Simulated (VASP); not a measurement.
# MnGe (P2_13) in VASP: single point with LDA

Aim: the single point of MnGe with LDA.

All numbers are computed with VASP 6.6.1; they aren't measurements. Logs are shortened: lines on timing, memory, paths and dates and some standing lists are left out, and cuts for length are marked.

**1. The cell of the first run**

Symmetry: P2_13, No. 198, cubic system. Conventional cell: a = 4.556 Å, b = 4.556 Å, c = 4.556 Å, α = 90.00°, β = 90.00°, γ = 90.00°. Mn (site symmetry 3) has 7 Ge at 2.31 to 2.55 Å and 6 Mn at 2.79 Å within 3.1 Å. Ge (site symmetry 3) has 7 Mn at 2.31 to 2.55 Å and 6 Ge at 2.82 Å within 3.1 Å.

**2. Single point, LDA, collinear spin, ferromagnetic start**

File INCAR:

```
SYSTEM = MnGe
ALGO     = Normal         ! electronic algorithm
EDIFF    = 1E-6           ! SCF threshold, eV
ENCUT    = 520            ! plane-wave cutoff, eV
ISIF     = 2              ! what is computed and relaxed
ISMEAR   = 0              ! smearing method
ISPIN    = 2              ! spin polarisation
KPAR     = 4            
LASPH    = .True.         ! aspherical terms in the spheres
LCHARG   = .True.         ! write CHGCAR
LMAXMIX  = 4              ! l up to which the mixer works
LORBIT   = 11             ! projections on sites
LREAL    = .False.        ! projectors in reciprocal space
LVHAR    = .True.       
LWAVE    = .False.        ! write WAVECAR
MAGMOM   = 2.2 2.2 2.2 2.2 0 0 0 0 ! initial moments
NBANDS   = 68             ! bands
NELM     = 150            ! most SCF steps
PREC     = Accurate       ! precision mode
SIGMA    = 0.05           ! smearing width, eV
```

File KPOINTS:

```
k-points
0
Gamma
  8 8 8
  0 0 0
```

File POSCAR:

```
MnGe
1.0
    4.5561624365      0.0000000000      0.0000000000
    0.0000000000      4.5561624365      0.0000000000
    0.0000000000      0.0000000000      4.5561624365
Mn Ge
4 4
Direct
    0.1364720446      0.1364720446      0.1364720446
    0.6364720446      0.3635279554      0.8635279554
    0.8635279554      0.6364720446      0.3635279554
    0.3635279554      0.8635279554      0.6364720446
    0.8431367635      0.8431367635      0.8431367635
    0.3431367635      0.6568632365      0.1568632365
    0.1568632365      0.3431367635      0.6568632365
    0.6568632365      0.1568632365      0.3431367635
```

Potentials or basis: VASP PAW LDA potentials, release 64 (Mn_pv, Ge_d).

Run with:

```bash
$ cat potpaw_LDA.64/Mn_pv/POTCAR potpaw_LDA.64/Ge_d/POTCAR > POTCAR
$ mpirun -np 4 vasp_std > vasp.out
```

OUTCAR:

```text
SYSTEM = MnGe
   EDIFF = 1E-6
   ENCUT = 520
   ISIF = 2
   ISMEAR = 0
   ISPIN = 2
   LASPH = .True.
   LORBIT = 11
   LREAL = .False.
   NELM = 150
   PREC = Accurate

 ion  position               nearest neighbor table
   1  0.136  0.136  0.136-   5 2.31   6 2.38   7 2.38   8 2.38   6 2.55   7 2.55   8 2.55   3 2.79
                             4 2.79   2 2.79   4 2.79   3 2.79   2 2.79
   2  0.636  0.364  0.864-   6 2.31   5 2.38   7 2.38   8 2.38   7 2.55   8 2.55   5 2.55   1 2.79
                             3 2.79   3 2.79   4 2.79   4 2.79   1 2.79
   3  0.864  0.636  0.364-   7 2.31   6 2.38   5 2.38   8 2.38   8 2.55   5 2.55   6 2.55   1 2.79
                             2 2.79   2 2.79   1 2.79   4 2.79   4 2.79
   4  0.364  0.864  0.636-   8 2.31   6 2.38   7 2.38   5 2.38   6 2.55   7 2.55   5 2.55   1 2.79
                             1 2.79   2 2.79   2 2.79   3 2.79   3 2.79
   5  0.843  0.843  0.843-   1 2.31   2 2.38   3 2.38   4 2.38   2 2.55   3 2.55   4 2.55   6 2.82
                             8 2.82   8 2.82   6 2.82   7 2.82   7 2.82
   6  0.343  0.657  0.157-   2 2.31   1 2.38   3 2.38   4 2.38   3 2.55   4 2.55   1 2.55   5 2.82
                             7 2.82   7 2.82   5 2.82   8 2.82   8 2.82
   7  0.157  0.343  0.657-   3 2.31   2 2.38   1 2.38   4 2.38   4 2.55   1 2.55   2 2.55   6 2.82
                             6 2.82   8 2.82   8 2.82   5 2.82   5 2.82
   8  0.657  0.157  0.343-   4 2.31   2 2.38   3 2.38   1 2.38   2 2.55   3 2.55   1 2.55   5 2.82
                             5 2.82   7 2.82   7 2.82   6 2.82   6 2.82

  LATTYP: Found a simple cubic cell.
 ALAT       =     4.5561624365

  Lattice vectors:

 A1 = (   4.5561624365,   0.0000000000,   0.0000000000)
 A2 = (   0.0000000000,   4.5561624365,   0.0000000000)
 A3 = (   0.0000000000,   0.0000000000,   4.5561624365)

Analysis of symmetry for initial positions (statically):
=====================================================================
 Subroutine PRICEL returns:
 Original cell was already a primitive cell.

 Routine SETGRP: Setting up the symmetry group for a
 simple cubic supercell.

 Subroutine GETGRP returns: Found 12 space group operations
 (whereof  3 operations were pure point group operations)
 out of a pool of 48 trial point group operations.

The static configuration has the point symmetry C_3 .
 The point group associated with its full space group is T   .

Analysis of symmetry for dynamics (positions and initial velocities):
=====================================================================
 Subroutine PRICEL returns:
 Original cell was already a primitive cell.

 Routine SETGRP: Setting up the symmetry group for a
 simple cubic supercell.

 Subroutine GETGRP returns: Found 12 space group operations
 (whereof  3 operations were pure point group operations)
 out of a pool of 48 trial point group operations.

The dynamic configuration has the point symmetry C_3 .
 The point group associated with its full space group is T   .

Analysis of structural, dynamic, and magnetic symmetry:
[... 177 lines left out ...]
 fundamental gap:      0.0086551195
 Fermi energy:        10.5768172173

 spin component 1

 k-point     1 :       0.0000    0.0000    0.0000
  band No.  band energies     occupation
      1     -37.3056      1.00000
      2     -37.3056      1.00000
      3     -37.3056      1.00000
      4     -37.2636      1.00000
      5     -37.2636      1.00000
      6     -37.2636      1.00000
[... 1645 lines left out ...]
     65      14.8427      0.00000
     66      15.7192      0.00000

 [... further k-points ...]

 spin component 2

 k-point     1 :       0.0000    0.0000    0.0000
  band No.  band energies     occupation
      1     -36.4927      1.00000
      2     -36.4927      1.00000
      3     -36.4927      1.00000
      4     -36.4087      1.00000
      5     -36.3114      1.00000
      6     -36.3114      1.00000
[... 1645 lines left out ...]
     65      15.2477      0.00000
     66      16.0506      0.00000

 [... further k-points ...]

 [bands above 66 left out]

------------------------ aborting loop because EDIFF is reached ----------------------------------------

  FORCE on cell =-STRESS in cart. coord.  units (eV):
  Direction    XX          YY          ZZ          XY          YZ          ZX
  --------------------------------------------------------------------------------------
  -------------------------------------------------------------------------------------
  Total        3.1957953      3.1957953      3.1957953      0.0000000      0.0000000      0.0000000
  in kB       54.1367199     54.1367199     54.1367199      0.0000000      0.0000000      0.0000000
  external PRESSURE =      54.1367199 kB  Pullay stress =       0.0000000 kB

 VOLUME and BASIS-vectors are now :
 -----------------------------------------------------------------------------
  energy-cutoff  :      520.00
  volume of cell :       94.58
      direct lattice vectors                 reciprocal lattice vectors
     4.556162437  0.000000000  0.000000000     0.219482956  0.000000000  0.000000000
     0.000000000  4.556162437  0.000000000     0.000000000  0.219482956  0.000000000
     0.000000000  0.000000000  4.556162437     0.000000000  0.000000000  0.219482956

 POSITION                                       TOTAL-FORCE (eV/Angst)
 -----------------------------------------------------------------------------------
      0.62179      0.62179      0.62179         0.010035      0.010035      0.010035
      2.89987      1.65629      3.93437         0.010035     -0.010035     -0.010035
      3.93437      2.89987      1.65629        -0.010035      0.010035     -0.010035
      1.65629      3.93437      2.89987        -0.010035     -0.010035      0.010035
      3.84147      3.84147      3.84147         0.012610      0.012610      0.012610
      1.56339      2.99278      0.71469         0.012610     -0.012610     -0.012610
      0.71469      1.56339      2.99278        -0.012610      0.012610     -0.012610
      2.99278      0.71469      1.56339        -0.012610     -0.012610      0.012610
 -----------------------------------------------------------------------------------
    total drift:                                0.000000      0.000000     -0.000000

  FREE ENERGIE OF THE ION-ELECTRON SYSTEM (eV)
  ---------------------------------------------------
  free  energy   TOTEN  =       -62.4550262973 eV

  energy  without entropy=      -62.4466203434  energy(sigma->0) =      -62.45082332

 total charge

# of ion       s       p       d       tot
------------------------------------------
    1        0.321   6.361   5.347  12.029
    2        0.321   6.361   5.347  12.029
    3        0.321   6.361   5.347  12.029
    4        0.321   6.361   5.347  12.029
    5        1.133   1.375  10.154  12.662
    6        1.133   1.375  10.154  12.662
    7        1.133   1.375  10.154  12.662
    8        1.133   1.375  10.154  12.662
--------------------------------------------------
tot          5.813  30.944  62.004  98.762

 magnetization (x)

# of ion       s       p       d       tot
------------------------------------------
    1       -0.000   0.003   0.935   0.937
    2       -0.000   0.003   0.935   0.937
    3       -0.000   0.003   0.935   0.937
    4       -0.000   0.003   0.935   0.937
    5       -0.009  -0.037   0.009  -0.038
    6       -0.009  -0.037   0.009  -0.038
    7       -0.009  -0.037   0.009  -0.038
    8       -0.009  -0.037   0.009  -0.038
--------------------------------------------------
tot         -0.040  -0.138   3.775   3.597
```

stdout:

```text
POSCAR found type information on POSCAR MnGe
 POSCAR found :  2 types and       8 ions
 scaLAPACK will be used
 LDA part: xc-table for (Slater(with rela. corr.)+CA(PZ))
 , standard interpolation
 POSCAR, INCAR and KPOINTS ok, starting setup
 FFT: planning ... GRIDC
 FFT: planning ... GRID_SOFT
 FFT: planning ... GRID
 WAVECAR not read
 entering main loop
```

It took 1.9 min on 4 MPI ranks of Intel Xeon Platinum 8488C (Sapphire Rapids), shared host; peak memory 0.46 GiB.

What came out:

| Quantity | Value |
| --- | --- |
| Free energy | -62.4550 eV |
| Pressure | 5.4 GPa |
| Largest force | 0.022 eV/Å |
| Net moment | 3.61 μB per cell |
| Site moments | Mn +0.94; Ge -0.04 μB |
| Valence electrons inside the program's atomic spheres | Mn 12.03; Ge 12.66 |

Forces on the atoms (eV/Å):
```
Mn   0.010  0.010  0.010
Mn   0.010 -0.010 -0.010
Mn  -0.010  0.010 -0.010
Mn  -0.010 -0.010  0.010
Ge   0.013  0.013  0.013
Ge   0.013 -0.013 -0.013
Ge  -0.013  0.013 -0.013
Ge  -0.013 -0.013  0.013
```
